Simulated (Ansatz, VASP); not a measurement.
# Se in VASP and in Ansatz

Contents of INCAR:

```
SYSTEM = Se
PREC = Accurate
ENCUT = 520
EDIFF = 1E-8
ISMEAR = -1
SIGMA = 0.01
LREAL = .FALSE.
LASPH = .TRUE.
NELM = 60
ALGO = Normal
ISIF = 2
LWAVE = .FALSE.
LCHARG = .FALSE.
GGA = PS
LEFG = .TRUE.
NBANDS = 27
```

Contents of KPOINTS:

```
Automatic mesh
0
G
  6 6 6
  0 0 0
```

The input POSCAR:

```
Se
1.0
    5.5673798647      3.2143282635      1.4763300000
   -5.5673798647      3.2143282635      1.4763300000
    0.0000000000     -6.4286565271      1.4763300000
Se
6
Direct
    0.2806600000      0.1625100000      0.9181800000
    0.9181800000      0.2806600000      0.1625100000
    0.1625100000      0.9181800000      0.2806600000
    0.7193400000      0.8374900000      0.0818200000
    0.0818200000      0.7193400000      0.8374900000
    0.8374900000      0.0818200000      0.7193400000
```

Input for Ansatz:

```yaml
crystal:
  lattice:
    - [5.5673798647, 3.2143282635, 1.47633]
    - [-5.5673798647, 3.2143282635, 1.47633]
    - [0.0, -6.4286565271, 1.47633]
  atoms:
    - { symbol: Se, position: [0.28066, 0.16251, 0.91818] }
    - { symbol: Se, position: [0.91818, 0.28066, 0.16251] }
    - { symbol: Se, position: [0.16251, 0.91818, 0.28066] }
    - { symbol: Se, position: [0.71934, 0.83749, 0.08182] }
    - { symbol: Se, position: [0.08182, 0.71934, 0.83749] }
    - { symbol: Se, position: [0.83749, 0.08182, 0.71934] }
kpoints:
  mp_grid: { grid: [6, 6, 6] }
scf:
  occupations: { method: fermi_dirac, width: 0.01 }
hamiltonian:
  xc: pbesol
  pseudopotentials: { kind: all_electron, datasets: crystal }
output:
  forces: true
  stress: true
  eigenvalues: true
  efg: { contact_densities: true }
```

Change from the starting cell: equal xx and yy strain of -2 %, crystal datasets.

Alike in both runs: task electric field gradients; functional PBEsol; k mesh 6 × 6 × 6; occupations fermi-dirac, width 0.01 eV; no spin polarisation.

|  | VASP | Ansatz |
| --- | --- | --- |
| version | VASP 6.6.1 | Ansatz 0.2.0 |
| potentials or method | VASP PAW PBE potentials, release 64 (Se), cutoff 520 eV | all-electron PAW with datasets made for the crystal, scalar-relativistic |

VASP gave:

```
gap on the k mesh at the Fermi level (eV)                     : 1.33
pressure (GPa)                                                : 3.2
traceless stress, the component that is largest in VASP (GPa) : -1.28
rms of the force components (eV/Å)                            : 0.569
size of Vzz on the site where it differs most (V/Å²)          : 529.0
```

**Question.** What did Ansatz give for the same quantities?

**Answer.** gap on the k mesh at the Fermi level (eV): 1.35; pressure (GPa): 3.0; traceless stress, the component that is largest in VASP (GPa): -1.19; rms of the force components (eV/Å): 0.530; size of Vzz on the site where it differs most (V/Å²): 554.1.

VASP's potentials were made for PBE, not for PBEsol. Atom by atom the forces differ by 0.040 eV/Å (rms over components). Ansatz ran all-electron here, and VASP with PAW potentials.
